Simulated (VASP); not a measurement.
Here is a VASP 6.6.1 calculation.

INCAR

```
SYSTEM = Te2Mo
PREC     = Accurate       ! precision mode
ENCUT    = 520            ! plane-wave cutoff, eV
EDIFF    = 1E-7           ! SCF threshold, eV
ISMEAR   = 0              ! smearing method
SIGMA    = 0.02           ! smearing width, eV
LREAL    = .FALSE.        ! projectors in reciprocal space
LASPH    = .TRUE.         ! aspherical terms in the spheres
NELM     = 80             ! most SCF steps
ALGO     = Normal         ! electronic algorithm
ISIF     = 2              ! what is computed and relaxed
LWAVE    = .FALSE.        ! write WAVECAR
LCHARG   = .TRUE.         ! write CHGCAR
GGA      = PS             ! functional
LELF     = .TRUE.         ! ELF
LVHAR    = .TRUE.       
NBANDS   = 20             ! bands
```

The input KPOINTS:

```
Automatic mesh
0
G
  12 12 2
  0 0 0
```

The input POSCAR:

```
Te2Mo
1.0
    3.4387089123      0.0000000000      0.0000000000
   -1.7193544562      2.9780092743      0.0000000000
    0.0000000000      0.0000000000     17.2635274788
Te Mo
2 1
Direct
    0.3333333333      0.6666666667      0.8943455389
    0.3333333333      0.6666666667      0.1056544611
    0.0000000000      0.0000000000      0.0000000000
```

Potentials or basis: VASP PAW PBE potentials, release 64 (Te, Mo_sv).

Run with:

```console
$ cat potpaw_PBE.64/Te/POTCAR potpaw_PBE.64/Mo_sv/POTCAR > POTCAR
$ mpirun -np 1 vasp_std > vasp.out
```

What does it give for the largest force?

0.031 eV/Å.

Predict the band gap on the k mesh.

1.25 eV, indirect (least direct gap 1.34 eV).

Forces in eV/Å, atoms in the order of the input:
```
Te   0.000  0.000 -0.031
Te   0.000  0.000  0.031
Mo   0.000  0.000  0.000
```

Caveat: the cell differs from its parent crystal (equal strain along all axes, cell held: -1.5 %, then relaxed in part); the PAW data sets were made with another functional, which shifts forces and pressure a little; spin-orbit coupling is left out, which moves the levels of the heavy elements.
